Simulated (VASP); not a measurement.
Here is a VASP 6.6.1 calculation.

File INCAR:

```
ALGO     = Fast           # electronic algorithm
DIPOL    = 0.5 0.5 0.500
EDIFF    = 1E-6           # SCF threshold, eV
ENCUT    = 520            # plane-wave cutoff, eV
GGA      = PS             # functional
IDIPOL   = 3            
ISIF     = 2              # what is computed and relaxed
ISMEAR   = 0              # smearing method
LASPH    = True           # aspherical terms in the spheres
LCHARG   = False          # write CHGCAR
LDIPOL   = True         
LREAL    = False          # projectors in reciprocal space
LWAVE    = False          # write WAVECAR
NBANDS   = 30             # bands
NELM     = 60             # most SCF steps
PREC     = Accurate       # precision mode
SIGMA    = 0.1            # smearing width, eV
```

Contents of KPOINTS:

```
k-points
0
Gamma
  15 15 1
```

File POSCAR:

```
Re
1.0
    2.7502953086      0.0000000000      0.0000000000
   -1.3751476543      2.3818256051      0.0000000000
    0.0000000000      0.0000000000     26.1082255820
Re
6
Direct
    0.6666666667      0.3333333333      0.2906255127
    0.3333333333      0.6666666667      0.3704607634
    0.6666666667      0.3333333333      0.4588720832
    0.3333333333      0.6666666667      0.5411279169
    0.6666666667      0.3333333333      0.6295392386
    0.3333333333      0.6666666667      0.7093744851
```

Potentials or basis: VASP PAW PBE potentials, release 64 (Re).

Launch:

```bash
$ cat potpaw_PBE.64/Re/POTCAR > POTCAR
$ mpirun -np 1 vasp_std > vasp.out
```

Task: What does it give for the band gap on the k mesh?

Result: Zero (bands 21 and 22 overlap by 2.53 eV).

Task: Predict the largest force.

Result: 0.053 eV/Å.

Forces on the atoms (eV/Å):
```
Re   0.000  0.000  0.037
Re   0.000  0.000 -0.053
Re   0.000  0.000  0.032
Re   0.000  0.000 -0.032
Re   0.000  0.000  0.053
Re   0.000  0.000 -0.037
```

Caveat: the PAW data sets were made with another functional, which shifts forces and pressure a little; spin-orbit coupling is left out, which moves the levels of the heavy elements.
